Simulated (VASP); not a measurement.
# Mg8O9 (a cell with a defect) in VASP: single point with PBEsol

Aim: the single point of Mg8O9 (a cell with a defect) with PBEsol.

All numbers are computed with VASP 6.6.1; they aren't measurements. Logs are shortened: lines on timing, memory, paths and dates and some standing lists are left out, and cuts for length are marked.

### Step 1. The cell of the first run

The cell holds a defect, 17 atoms: a = 5.501 Å, b = 5.501 Å, c = 5.501 Å, α = 60.00°, β = 60.00°, γ = 60.00°.

### Step 2. Single point, PBEsol, collinear spin

Input file INCAR:

```
SYSTEM = Mg8O9
ALGO = Normal ; EDIFF = 1E-6
ENCUT = 620 ; GGA = PS
GGA_COMPAT = .False. ; ISIF = 2
ISMEAR = 0 ; ISPIN = 2
LASPH = .True. ; LCHARG = .False.
LORBIT = 11 ; LREAL = Auto
LWAVE = .False. ; MAGMOM = 0 0 0 0 0 0 0 0 0 0 0 0 0 0 0 0 1
NBANDS = 85 ; NELM = 200
PREC = Accurate ; SIGMA = 0.05
```

Input file KPOINTS:

```
k-points
0
Gamma
  2 2 2
  0 0 0
```

Input file POSCAR:

```
Mg8O9
1.0
    0.0000000000      3.8900000000      3.8900000000
    3.8900000000      0.0000000000      3.8900000000
    3.8900000000      3.8900000000      0.0000000000
Mg O
8 9
Direct
   -0.0387357649      0.0249724425      0.0322087562
   -0.0387084511      0.0249859791      0.4816757695
   -0.0094720504      0.5194167082     -0.0047668338
   -0.0262007865      0.5025275577      0.5120467421
    0.4836311756      0.0123993470      0.0022076296
    0.4666789995     -0.0045674835      0.5191176751
    0.4962436196      0.4899886429      0.0321915350
    0.4961591576      0.4899389295      0.4818297316
    0.2287453713      0.2575386749      0.2571374124
    0.2287336120      0.2573697019      0.7571552690
    0.2287065319      0.7574169716      0.2570268098
    0.3503822555      0.6357810542      0.7569892998
    0.7285993193      0.2573768324      0.2571493058
    0.7287766842      0.2574467587      0.7569876092
    0.7287558994      0.7574335774      0.2571533103
    0.7286090583      0.7575221404      0.7570946193
    1.1067843689      0.8791163649      0.7570799590
```

Potentials or basis: VASP PAW PBE potentials, release 64 (Mg_sv, O).

Run with:

```
$ cat potpaw_PBE.64/Mg_sv/POTCAR potpaw_PBE.64/O/POTCAR > POTCAR
$ mpirun -np 1 vasp_std > vasp.out
```

OUTCAR:

```text
SYSTEM = Mg8O9
   EDIFF = 1E-6
   ENCUT = 620
   GGA = PS
   ISIF = 2
   ISMEAR = 0
   ISPIN = 2
   LASPH = .True.
   LORBIT = 11
   LREAL = Auto
   NELM = 200
   PREC = Accurate

 ion  position               nearest neighbor table
   1  0.961  0.025  0.032-  17 1.71  13 1.78  11 1.92  10 1.95  15 1.95  14 1.98
   2  0.961  0.025  0.482-  17 1.71  13 1.78  11 1.92   9 1.95  16 1.95  14 1.98
   3  0.991  0.519  0.995-  15 1.95  16 1.95   9 1.95  10 1.95  17 1.97  12 1.97  13 2.04
   4  0.974  0.503  0.512-  14 1.91   9 1.94  15 1.95  10 1.95  16 1.95  11 1.98
   5  0.484  0.012  0.002-  14 1.91  10 1.95  16 1.95   9 1.95  15 1.95  11 1.98
   6  0.467  0.995  0.519-  16 1.95   9 1.95  15 1.95  10 1.95  12 1.97  17 1.97  13 2.04
   7  0.496  0.490  0.032-  12 1.71  13 1.78  11 1.92  16 1.95   9 1.95  14 1.98
   8  0.496  0.490  0.482-  12 1.71  13 1.78  11 1.92  10 1.95  15 1.95  14 1.98
   9  0.229  0.258  0.257-   4 1.94   5 1.95   6 1.95   3 1.95   7 1.95   2 1.95
  10  0.229  0.257  0.757-   5 1.95   4 1.95   6 1.95   3 1.95   1 1.95   8 1.95
  11  0.229  0.757  0.257-   2 1.92   8 1.92   1 1.92   7 1.92   4 1.98   5 1.98
  12  0.350  0.636  0.757-  17 1.34   8 1.71   7 1.71   6 1.97   3 1.97
  13  0.729  0.257  0.257-   2 1.78   8 1.78   7 1.78   1 1.78   6 2.04   3 2.04
  14  0.729  0.257  0.757-   4 1.91   5 1.91   1 1.98   7 1.98   8 1.98   2 1.98
  15  0.729  0.757  0.257-   4 1.95   5 1.95   3 1.95   6 1.95   1 1.95   8 1.95
  16  0.729  0.758  0.757-   5 1.95   4 1.95   6 1.95   3 1.95   7 1.95   2 1.95
  17  0.107  0.879  0.757-  12 1.34   2 1.71   1 1.71   3 1.97   6 1.97

  LATTYP: Found a face centered cubic cell.
 ALAT       =     7.7800000000

  Lattice vectors:

 A1 = (   0.0000000000,   3.8900000000,   3.8900000000)
 A2 = (   3.8900000000,   0.0000000000,   3.8900000000)
 A3 = (   3.8900000000,   3.8900000000,   0.0000000000)

Analysis of symmetry for initial positions (statically):
=====================================================================
 Subroutine PRICEL returns:
 Original cell was already a primitive cell.

 Routine SETGRP: Setting up the symmetry group for a
 face centered cubic supercell.

 Subroutine GETGRP returns: Found  1 space group operations
 (whereof  1 operations were pure point group operations)
 out of a pool of 48 trial point group operations.

The static configuration has the point symmetry C_1 .

Analysis of symmetry for dynamics (positions and initial velocities):
=====================================================================
 Subroutine PRICEL returns:
 Original cell was already a primitive cell.

 Routine SETGRP: Setting up the symmetry group for a
 face centered cubic supercell.

 Subroutine GETGRP returns: Found  1 space group operations
 (whereof  1 operations were pure point group operations)
 out of a pool of 48 trial point group operations.

The dynamic configuration has the point symmetry C_1 .

Analysis of structural, dynamic, and magnetic symmetry:
=====================================================================
 Subroutine PRICEL returns:
 Original cell was already a primitive cell.

 Routine SETGRP: Setting up the symmetry group for a
 face centered cubic supercell.

 Subroutine GETGRP returns: Found  1 space group operations
 (whereof  1 operations were pure point group operations)
 out of a pool of 48 trial point group operations.

The overall configuration has the point symmetry C_1 .

 Subroutine INISYM returns: Found  1 space group operations
 (whereof  1 operations are pure point group operations),
 and found     1 'primitive' translations

----------------------------------------------------------------------------------------

                                     Primitive cell

  volume of cell :     117.7277

  direct lattice vectors                    reciprocal lattice vectors
     0.000000000  3.890000000  3.890000000    -0.128534704  0.128534704  0.128534704
     3.890000000  0.000000000  3.890000000     0.128534704 -0.128534704  0.128534704
     3.890000000  3.890000000  0.000000000     0.128534704  0.128534704 -0.128534704

  length of vectors
     5.501290758  5.501290758  5.501290758     0.222628639  0.222628639  0.222628639

  position of ions in fractional coordinates (direct lattice)
     0.961264235  0.024972443  0.032208756
     0.961291549  0.024985979  0.481675770
     0.990527950  0.519416708  0.995233166
     0.973799214  0.502527558  0.512046742
     0.483631176  0.012399347  0.002207630
     0.466678999  0.995432517  0.519117675
[... 9 lines left out ...]
     0.728609058  0.757522140  0.757094619
     0.106784369  0.879116365  0.757079959

  ion indices of the primitive-cell ions
   primitive index   ion index
                 1           1
                 2           2
                 3           3
                 4           4
                 5           5
                 6           6
[... 9 lines left out ...]
                16          16
                17          17

----------------------------------------------------------------------------------------

 KPOINTS: k-points

Automatic generation of k-mesh.
 Grid dimensions read from file:
 generate k-points for:    2    2    2

 Generating k-lattice:

  Cartesian coordinates                     Fractional coordinates (reciprocal lattice)
    -0.064267352  0.064267352  0.064267352     0.500000000  0.000000000  0.000000000
     0.064267352 -0.064267352  0.064267352     0.000000000  0.500000000  0.000000000
     0.064267352  0.064267352 -0.064267352     0.000000000  0.000000000  0.500000000

  Length of vectors
     0.111314319  0.111314319  0.111314319

  Shift w.r.t. Gamma in fractional coordinates (k-lattice)
     0.000000000  0.000000000  0.000000000

 Subroutine IBZKPT returns following result:
 ===========================================

 Found      8 irreducible k-points:

 Following reciprocal coordinates:
            Coordinates               Weight
  0.000000  0.000000  0.000000      1.000000
  0.500000  0.000000  0.000000      1.000000
  0.000000  0.500000  0.000000      1.000000
  0.000000  0.000000  0.500000      1.000000
  0.500000  0.500000  0.500000      1.000000
  0.500000  0.500000  0.000000      1.000000
  0.000000  0.500000  0.500000      1.000000
  0.500000  0.000000  0.500000      1.000000
   k-points           NKPTS =      8   k-points in BZ     NKDIM =      8   number of bands    NBANDS=     85
   number of dos      NEDOS =    301   number of ions     NIONS =     17
   total plane-waves  NPLWV = 110592
   dimension x,y,z NGX =    48 NGY =   48 NGZ =   48
   dimension x,y,z NGXF=    96 NGYF=   96 NGZF=   96
   ions per type =               8   9
   NGX,Y,Z   is equivalent  to a cutoff of  14.51, 14.51, 14.51 a.u.
   NGXF,Y,Z  is equivalent  to a cutoff of  29.01, 29.01, 29.01 a.u.
 SYSTEM =  Mg8O9
   PREC   = accura    normal or accurate (medium, high low for compatibility)
   ISTART =      0    job   : 0-new  1-cont  2-samecut
   ICHARG =      2    charge: 1-file 2-atom 10-const
   ISPIN  =      2    spin polarized calculation?
   LNONCOLLINEAR =      F non collinear calculations
   LSORBIT =      F    spin-orbit coupling
   LASPH  =      T    aspherical Exc in radial PAW
   ENCUT  =  620.0 eV  45.57 Ry    6.75 a.u.  11.17 11.17 11.17*2*pi/ulx,y,z
   NELM   =    200;   NELMIN=  2; NELMDL= -5     # of ELM steps
   EDIFF  = 0.1E-05   stopping-criterion for ELM
   LREAL  =      T    real-space projection
   EDIFFG = 0.1E-04   stopping-criterion for IOM
   NSW    =      0    number of steps for IOM
   IBRION =     -1    ionic relax: 0-MD 1-quasi-New 2-CG
   NFREE  =      0    steps in history (QN), initial steepest desc. (CG)
   ISIF   =      2    stress and relaxation
   ISYM   =      2    0-nonsym 1-usesym 2-fastsym
   POTIM  = 0.5000    time-step for ionic-motion
   TEBEG  =    0.0;   TEEND  =   0.0 temperature during run
   PSTRESS=    0.0 pullay stress
   NELECT =     134.0000    total number of electrons
   NUPDOWN=      -1.0000    fix difference up-down
   EMIN   =  10.00;   EMAX   =-10.00  energy-range for DOS
   EFERMI =   0.00;   METHOD = LEGACY
   ISMEAR =     0;   SIGMA  =   0.05  broadening in eV -4-tet -1-fermi 0-gaus
   EFERMI_NEDOS =   21; number of points for ismear=-14 and -15
   IALGO  =     38    algorithm
   IMIX   =      4    mixing-type and parameters
     AMIX     =   0.40;   BMIX     =  1.00
     AMIX_MAG =   1.60;   BMIX_MAG =  1.00
  volume/ion in A,a.u.               =       6.93        46.73
  Fermi-wavevector in a.u.,A,eV,Ry     =   1.709294  3.230098 39.751962  2.921687
  Thomas-Fermi vector in A             =   2.787804
   LORBIT       =     11    0 simple, 1 ext, 2 COOP (PROOUT), +10 PAW based schemes
   GGA     = PS    functional components
   LHFCALC =     F    Hartree Fock is set to
   AEXX    =    0.0000 exact exchange contribution
   IVDW    =     0    specifies the selected vdW correction
   LEPSILON=     F    determine dielectric tensor
   LRPA    =     F    only Hartree local field effects (RPA)
 spin polarized calculation
 Gauss-broadening in eV      SIGMA  =   0.05
  energy-cutoff  :      620.00
  volume of cell :      117.73
 maximum number of plane-waves:      4140
 NGX is ok and might be reduce to    48
   NGX = 23   NGY = 23   NGZ = 23

 number of electron     134.0000001 magnetization       0.0000029

 number of electron     134.0000001 magnetization      -0.0000097

 Free energy of the ion-electron system (eV)
  ---------------------------------------------------
  ext. energy  EPLUGINS =         0.00000000
  ---------------------------------------------------
  free energy    TOTEN  =       -92.04310243 eV

  energy without entropy =      -92.04310243  energy(sigma->0) =      -92.04310243

 E-fermi :   6.9452     XC(G=0): -13.1808

 val. band max:        6.7205361662   @ k =   0.5000   0.5000   0.0000
 cond. band min:      12.5433371098   @ k =   0.0000   0.0000   0.0000
 fundamental gap:      5.8228009436
 Fermi energy:         6.9451556275

 spin component 1

 k-point     1 :       0.0000    0.0000    0.0000
  band No.  band energies     occupation
      1     -66.2341      1.00000
      2     -66.2301      1.00000
      3     -65.7136      1.00000
      4     -65.6948      1.00000
      5     -65.6901      1.00000
      6     -65.6858      1.00000
[... 645 lines left out ...]
     78      17.9305      0.00000
     79      17.9498      0.00000
 Fermi energy:         6.9451556275

 spin component 2

 k-point     1 :       0.0000    0.0000    0.0000
  band No.  band energies     occupation
      1     -66.2341      1.00000
      2     -66.2300      1.00000
      3     -65.7136      1.00000
      4     -65.6948      1.00000
      5     -65.6901      1.00000
      6     -65.6858      1.00000
[... 645 lines left out ...]
     78      17.9305      0.00000
     79      17.9498      0.00000
 [bands above 79 left out]

------------------------ aborting loop because EDIFF is reached ----------------------------------------

  FORCE on cell =-STRESS in cart. coord.  units (eV):
  Direction    XX          YY          ZZ          XY          YZ          ZX
  --------------------------------------------------------------------------------------
  -------------------------------------------------------------------------------------
  Total       77.8821605     77.8928308     54.0008484     -1.2072879      0.0103254     -0.0123707
  in kB     1059.9119128   1060.0571266    734.9069697    -16.4301913      0.1405205     -0.1683544
  external PRESSURE =     951.6253364 kB  Pullay stress =       0.0000000 kB

 VOLUME and BASIS-vectors are now :
 -----------------------------------------------------------------------------
  energy-cutoff  :      620.00
  volume of cell :      117.73
      direct lattice vectors                 reciprocal lattice vectors
     0.000000000  3.890000000  3.890000000    -0.128534704  0.128534704  0.128534704
     3.890000000  0.000000000  3.890000000     0.128534704 -0.128534704  0.128534704
     3.890000000  3.890000000  0.000000000     0.128534704  0.128534704 -0.128534704

 POSITION                                       TOTAL-FORCE (eV/Angst)
 -----------------------------------------------------------------------------------
      0.22243      3.86461      3.83646         0.021553      0.018119     -0.004832
      1.97091      5.61314      3.83662        -0.014047     -0.021352     -0.004592
      5.89199      7.72461      5.87368        -0.005719      0.001908     -0.045480
      3.94669      5.77994      5.74291         0.001696     -0.001525      0.022647
      0.05682      1.88991      1.92956        -0.002674      0.001654     -0.017916
      5.89160      3.83475      5.68761        -0.000477      0.000567      0.056973
[... 9 lines left out ...]
      5.89186      5.77939      5.78105        -0.004494      0.006153      0.000453
      6.36480      3.36043      3.83515         0.261805     -0.246215      0.004037
 -----------------------------------------------------------------------------------
    total drift:                                0.004886     -0.001810     -0.005433

  FREE ENERGIE OF THE ION-ELECTRON SYSTEM (eV)
  ---------------------------------------------------
  free  energy   TOTEN  =       -92.0431024344 eV

  energy  without entropy=      -92.0431024344  energy(sigma->0) =      -92.04310243

 total charge

# of ion       s       p       d       tot
------------------------------------------
    1        2.110   6.090   0.100   8.299
    2        2.110   6.090   0.100   8.299
    3        2.088   6.053   0.077   8.219
    4        2.093   6.058   0.075   8.227
    5        2.093   6.058   0.075   8.227
    6        2.089   6.053   0.077   8.219
[... 9 lines left out ...]
   16        1.542   3.702   0.000   5.244
   17        1.604   3.705   0.000   5.309
--------------------------------------------------
tot         30.825  82.000   0.704 113.530

 magnetization (x)

# of ion       s       p       d       tot
------------------------------------------
    1       -0.000  -0.000  -0.000  -0.000
    2       -0.000  -0.000  -0.000  -0.000
    3       -0.000   0.000  -0.000   0.000
    4        0.000  -0.000  -0.000  -0.000
    5        0.000  -0.000  -0.000  -0.000
    6       -0.000   0.000  -0.000  -0.000
[... 9 lines left out ...]
   16       -0.000  -0.000   0.000  -0.000
   17        0.000   0.000   0.000   0.000
--------------------------------------------------
tot         -0.000   0.000  -0.000  -0.000
```

Run time: 8 min. Hardware: 1 thread of Intel Xeon Platinum 8375C at 2.90GHz (Ice Lake), shared host; peak memory 0.45 GiB.

What came out:

| Item | Value |
| --- | --- |
| Free energy | -92.0431 eV |
| Pressure | 95.2 GPa |
| Largest force | 0.370 eV/Å |
| Band gap on the k mesh | 5.82 eV |
| Net moment | 0.00 μB per cell |
| Valence electrons inside the program's atomic spheres | Mg 8.30, 8.22, 8.23 (each value once); O 5.24, 5.31, 5.35, 5.25 (each value once) |

Forces on the atoms (eV/Å):
```
Mg   0.022  0.018 -0.005
Mg  -0.014 -0.021 -0.005
Mg  -0.006  0.002 -0.045
Mg   0.002 -0.002  0.023
Mg  -0.003  0.002 -0.018
Mg   0.000  0.001  0.057
Mg   0.017  0.018 -0.003
Mg  -0.019 -0.014  0.001
O   -0.011 -0.008 -0.008
O    0.006 -0.005 -0.001
O    0.004  0.002  0.005
O   -0.256  0.267 -0.005
O   -0.006 -0.005  0.008
O    0.009 -0.005 -0.004
O   -0.002 -0.009 -0.005
O   -0.004  0.006  0.000
O    0.262 -0.246  0.004
```

Stress tensor (GPa, compression positive):
```
105.99  -1.64  -0.02
 -1.64 106.01   0.01
 -0.02   0.01  73.49
```

Caveat: the k points lie up to 0.70 Å⁻¹ apart; the PAW data sets were made with another functional, which shifts forces and pressure a little.
